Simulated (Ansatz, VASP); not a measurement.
**Two plane-wave programs on CoPdO2**

```
O Co Pd
1.0
     2.81493    0.00000    0.00000
    -1.40747    2.43780    0.00000
     0.00000    0.00000   24.76448
O Co Pd
4 2 2
Direct
  0.00000 0.00000 0.30440
  0.66667 0.33333 0.37943
  0.66667 0.33333 0.53948
  0.33333 0.66667 0.61677
  0.33333 0.66667 0.34003
  0.00000 0.00000 0.57825
  0.66667 0.33333 0.45922
  0.33333 0.66667 0.69918
```

Alike in both runs: functional PBEsol; k mesh 12 × 12 × 1; occupations gaussian, width 0.1 eV; no spin polarisation.

Ansatz relaxed the structure, and its values are those at the end. VASP's run is a single point on that final structure, the one shown.

|  | VASP | Ansatz |
| --- | --- | --- |
| version | VASP 6.6.1 | Ansatz 0.2.0 |
| potentials or method | VASP PAW PBE potentials, release 64 (O, Co, Pd), cutoff 520 eV | scalar-relativistic, plane waves, PAW |
| valence electrons in the cell | 62 | 94 |

|  | VASP | Ansatz | Ansatz less VASP |
| --- | --- | --- | --- |
| gap on the k mesh at the Fermi level (eV) | none | none | - |
| rms of the force components (eV/Å) | 0.014 | 0.005 | -0.0090 |

VASP's potentials were made for PBE, not for PBEsol. A gap of «none» marks a metal or a gap that the smearing closes. VASP's potentials hold 62 valence electrons a cell and Ansatz's 94, so a difference there can come from the potentials and not from the codes.
